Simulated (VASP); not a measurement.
# SiNi3 (Pm-3m) in VASP: notebook, part 2 of 2

VASP 6.6.1. The steps go on from the part before.

## Step 4: Single point, PBEsol

This run uses another cell than the first one, of 9.15 Å³/atom.

The input, INCAR:

```
ALGO = Fast ; EDIFF = 1E-6
ENCUT = 520 ; GGA = PS
ISIF = 2 ; ISMEAR = 0
LASPH = True ; LCHARG = False
LREAL = False ; LWAVE = False
NBANDS = 25 ; NELM = 60
PREC = Accurate ; SIGMA = 0.1
```

The input, KPOINTS:

```
k-points
0
Gamma
  12 12 12
```

The input, POSCAR:

```
SiNi3
1.0
    3.3204501822      0.0000000000      0.0000000000
    0.0000000000      3.3204501822      0.0000000000
    0.0000000000      0.0000000000      3.3204501822
Si Ni
1 3
Direct
    0.0000000000      0.0000000000      0.0000000000
    0.0000000000      0.5000000000      0.5000000000
    0.5000000000      0.0000000000      0.5000000000
    0.5000000000      0.5000000000      0.0000000000
```

Potentials or basis: VASP PAW PBE potentials, release 64 (Si, Ni).

The run is started by

```console
$ cat potpaw_PBE.64/Si/POTCAR potpaw_PBE.64/Ni/POTCAR > POTCAR
$ mpirun -np 1 vasp_std > vasp.out
```

OUTCAR:

```text
EDIFF = 1E-6
   ENCUT = 520
   GGA = PS
   ISIF = 2
   ISMEAR = 0
   LASPH = True
   LREAL = False
   NELM = 60
   PREC = Accurate

 ion  position               nearest neighbor table
   1  0.000  0.000  0.000-   2 2.35   3 2.35   4 2.35   2 2.35   3 2.35   2 2.35   4 2.35   2 2.35
                             3 2.35   4 2.35   3 2.35   4 2.35
   2  0.000  0.500  0.500-   1 2.35   3 2.35   4 2.35   1 2.35   4 2.35   1 2.35   3 2.35   1 2.35
                             3 2.35   4 2.35   4 2.35   3 2.35
[... 879 lines left out ...]
  --------------------------------------------------------------------------------------
  -------------------------------------------------------------------------------------
  Total        9.1661641      9.1661641      9.1661641      0.0000000      0.0000000     -0.0000000
  in kB      401.1504684    401.1504684    401.1504684      0.0000000      0.0000000     -0.0000000
  external PRESSURE =     401.1504684 kB  Pullay stress =       0.0000000 kB

 VOLUME and BASIS-vectors are now :
 -----------------------------------------------------------------------------
  energy-cutoff  :      520.00
  volume of cell :       36.61
      direct lattice vectors                 reciprocal lattice vectors
     3.320450182  0.000000000  0.000000000     0.301163982  0.000000000  0.000000000
     0.000000000  3.320450182  0.000000000     0.000000000  0.301163982  0.000000000
     0.000000000  0.000000000  3.320450182     0.000000000  0.000000000  0.301163982

 POSITION                                       TOTAL-FORCE (eV/Angst)
 -----------------------------------------------------------------------------------
      0.00000      0.00000      0.00000         0.000000      0.000000      0.000000
      0.00000      1.66023      1.66023         0.000000      0.000000      0.000000
      1.66023      0.00000      1.66023         0.000000      0.000000      0.000000
      1.66023      1.66023      0.00000         0.000000      0.000000      0.000000
 -----------------------------------------------------------------------------------
    total drift:                                0.000000      0.000000      0.000000

  FREE ENERGIE OF THE ION-ELECTRON SYSTEM (eV)
  ---------------------------------------------------
  free  energy   TOTEN  =       -25.7578249368 eV

  energy  without entropy=      -25.7487592188  energy(sigma->0) =      -25.75329208
```

OSZICAR:

```text
N       E                     dE             d eps       ncg     rms          rms(c)
DAV:   1     0.202710825392E+03    0.20271E+03   -0.15397E+04  4328   0.189E+03
DAV:   2    -0.182701428861E+02   -0.22098E+03   -0.20743E+03  4209   0.338E+02
DAV:   3    -0.299285999326E+02   -0.11658E+02   -0.11273E+02  4762   0.101E+02
DAV:   4    -0.301313783880E+02   -0.20278E+00   -0.20236E+00  4842   0.123E+01
DAV:   5    -0.301372879580E+02   -0.59096E-02   -0.59087E-02  5134   0.198E+00    0.252E+01
RMM:   6    -0.285384109701E+02    0.15989E+01   -0.32449E+01  4661   0.659E+01    0.154E+01
RMM:   7    -0.259433436946E+02    0.25951E+01   -0.84649E+00  4397   0.353E+01    0.618E+00
RMM:   8    -0.257633483586E+02    0.18000E+00   -0.19826E-01  4793   0.405E+00    0.987E-01
RMM:   9    -0.257577295534E+02    0.56188E-02   -0.42896E-02  4919   0.176E+00    0.448E-01
RMM:  10    -0.257578112807E+02   -0.81727E-04   -0.12930E-02  5268   0.876E-01    0.262E-01
RMM:  11    -0.257585663859E+02   -0.75511E-03   -0.85723E-03  4671   0.111E+00    0.298E-01
RMM:  12    -0.257577099522E+02    0.85643E-03   -0.33177E-03  4867   0.604E-01    0.435E-02
RMM:  13    -0.257578084061E+02   -0.98454E-04   -0.10195E-03  5436   0.181E-01    0.353E-02
RMM:  14    -0.257578265785E+02   -0.18172E-04   -0.17183E-04  5763   0.813E-02    0.391E-02
RMM:  15    -0.257578253306E+02    0.12479E-05   -0.19520E-05  4606   0.270E-02    0.313E-02
RMM:  16    -0.257578249368E+02    0.39377E-06   -0.24774E-06  2811   0.150E-02
   1 F= -.25757825E+02 E0= -.25753292E+02  d E =-.906572E-02
```

Wall time 43 s (1 thread of Intel Xeon 6975P-C (Granite Rapids), shared host); peak memory 0.19 GiB.

Results:

| Item | Value |
| --- | --- |
| Free energy | -25.7578 eV |
| Pressure | 40.1 GPa |
| Band gap on the k mesh | zero (bands 17 and 18 overlap by 0.30 eV) |

Levels at points of the mesh, in eV from the Fermi level:
```tsv
k point	band 13	band 14	band 15	band 16	band 17	band 18	band 19	band 20	band 21	band 22
(0.00, 0.00, 0.00)	-1.08	-0.77	-0.77	-0.35	0.05	0.05	0.05	6.49	7.13	7.13
(0.50, 0.00, 0.00)	-1.67	-1.64	-1.45	-0.69	0.05	4.31	4.31	5.67	5.67	6.41
(0.50, 0.50, 0.00)	-1.83	-1.82	-1.40	-1.30	-1.21	0.84	0.84	6.71	7.19	8.29
(0.50, 0.50, 0.50)	-1.85	-1.58	-1.58	-0.78	-0.25	-0.25	-0.25	2.04	4.78	4.78
```

Caveat: the cell stands under pressure; the PAW data sets were made with another functional, which shifts forces and pressure a little.

## Step 5: Single point, PBEsol

This run uses another cell than the first one, of 9.66 Å³/atom.

The input, INCAR:

```
SYSTEM = SiNi3
PREC = Accurate
ENCUT = 520
EDIFF = 1E-6
ISMEAR = 0
SIGMA = 0.1
LREAL = .False.
LASPH = .True.
NELM = 100
ALGO = Normal
ISIF = 2
LWAVE = .False.
LCHARG = .False.
GGA = PS
NBANDS = 25
```

The input, KPOINTS:

```
regular mesh
0
Gamma
  12 12 12
  0 0 0
```

The input, POSCAR:

```
SiNi3
1.0
    3.3806324821      0.0000000000      0.0000000000
    0.0000000000      3.3806324821      0.0000000000
    0.0000000000      0.0000000000      3.3806324821
Si Ni
1 3
Direct
    0.0000000000      0.0000000000      0.0000000000
    0.0000000000      0.5000000000      0.5000000000
    0.5000000000      0.0000000000      0.5000000000
    0.5000000000      0.5000000000      0.0000000000
```

The run is started by

```console
$ cat potpaw_PBE.64/Si/POTCAR potpaw_PBE.64/Ni/POTCAR > POTCAR
$ mpirun -np 1 vasp_std > vasp.out
```

Wall time 36 s (1 thread of Intel Xeon 6975P-C (Granite Rapids), shared host); peak memory 0.2 GiB.

It converged, with:

* Free energy: -26.1312 eV
* Pressure: 20.0 GPa
* Band gap on the k mesh: zero (bands 17 and 18 overlap by 0.28 eV)

Levels at points of the mesh, in eV from the Fermi level:
```tsv
k point	band 14	band 15	band 16	band 17	band 18	band 19	band 20	band 21
(0.00, 0.00, 0.00)	-0.71	-0.71	-0.33	0.04	0.04	0.04	5.92	6.86
(0.50, 0.00, 0.00)	-1.51	-1.34	-0.63	0.05	4.07	4.07	5.52	5.52
(0.50, 0.50, 0.00)	-1.68	-1.30	-1.19	-1.12	0.78	0.78	6.33	6.90
(0.50, 0.50, 0.50)	-1.46	-1.46	-0.66	-0.23	-0.23	-0.23	1.75	4.51
```

Caveat: the cell stands under pressure; the PAW data sets were made with another functional, which shifts forces and pressure a little.

## Step 6: The runs side by side

```csv
cell,k mesh,smearing,gap on the mesh (eV),pressure (GPa)
"a = 3.461 Å, 4 atoms, atomic positions A",14 × 14 × 14,gaussian 0.15 eV,none,0.1
"a = 3.461, b = 3.461, c = 6.922 Å, 8 atoms, atomic positions B",14 × 14 × 8,gaussian 0.15 eV,none,0.0
"a = 3.320 Å, 4 atoms, atomic positions A",12 × 12 × 12,gaussian 0.1 eV,none,40.1
"a = 3.381 Å, 4 atoms, atomic positions A",12 × 12 × 12,gaussian 0.1 eV,none,20.0
```

Alike in all rows: task single point; level PBEsol; potentials or basis VASP PAW PBE potentials, release 64 (Si, Ni); no spin polarisation; cutoff (eV) 520.

Caveats: the PAW data sets were made with another functional, which shifts forces and pressure a little; the cell stands under pressure (at least some runs).

Absolute energies hang on the potentials; compare differences alone.
